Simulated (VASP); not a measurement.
Wanted: the native input for a VASP 6.6.1 run.

```yaml
Task: single point
Functional: LDA
Potentials_or_basis: VASP PAW LDA potentials, release 64 (Al, N)
Cutoff: 520 eV
k_mesh: 8 × 6 × 4
Occupations: gaussian, width 0.05 eV
Spin: no spin polarisation
Dipole_correction: no
Further_INCAR_settings: ALGO = Normal; EDIFF = 1e-06; NBANDS = 26
```

The structure of AlN lies in POSCAR:

```
AlN
1.0
   -1.6378403119      2.8368226349      0.0000000000
    0.0000000000      0.0000000000      4.1006264518
    4.9135209358      2.8368226349      0.0000000000
Al N
4 4
Direct
    0.4773599875      0.7500000000      0.0581740538
    1.0000000000      0.7500000000      0.6666666667
    0.0000000000      0.2500000000      0.3333333333
    0.5000000000      0.2500000000      0.8333333333
    0.5000000000      0.2500000000      0.1666666667
    1.0000000000      0.2500000000      0.6666666667
    0.0000000000      0.7500000000      0.3333333333
    0.5000000000      0.7500000000      0.8333333333
```

This cell differs from its parent crystal: atom 1 (Al) moved by -0.496 Å along [1 0 0] and -0.372 Å along [1 2 0].

One way to write it, as run:

INCAR

```
SYSTEM = AlN
ALGO = Normal
EDIFF = 1E-6
ENCUT = 520
ISIF = 2
ISMEAR = 0
LASPH = .True.
LCHARG = .False.
LREAL = .False.
LWAVE = .False.
NBANDS = 26
NELM = 80
PREC = Accurate
SIGMA = 0.05
```

KPOINTS

```
k-points
0
Gamma
  8 6 4
  0 0 0
```

Potentials or basis: VASP PAW LDA potentials, release 64 (Al, N).

Command:

```bash
$ cat potpaw_LDA.64/Al/POTCAR potpaw_LDA.64/N/POTCAR > POTCAR
$ mpirun -np 1 vasp_std > vasp.out
```

It gave:

```json
{
 "Pressure": "34.2 GPa",
 "Largest force": "48.157 eV/Å",
 "Band gap on the k mesh": "1.43 eV, indirect (least direct gap 1.50 eV)"
}
```

Caveat: the cell differs from its parent crystal (atom 1 (Al) moved by -0.496 Å along [1 0 0] and -0.372 Å along [1 2 0]); forces of over 1 eV/Å act on the atoms, so gaps and moduli don't describe the material at rest.

It took 88 s on 1 thread of Intel Xeon 6975P-C, on a shared host, peak memory 0.22 GiB.
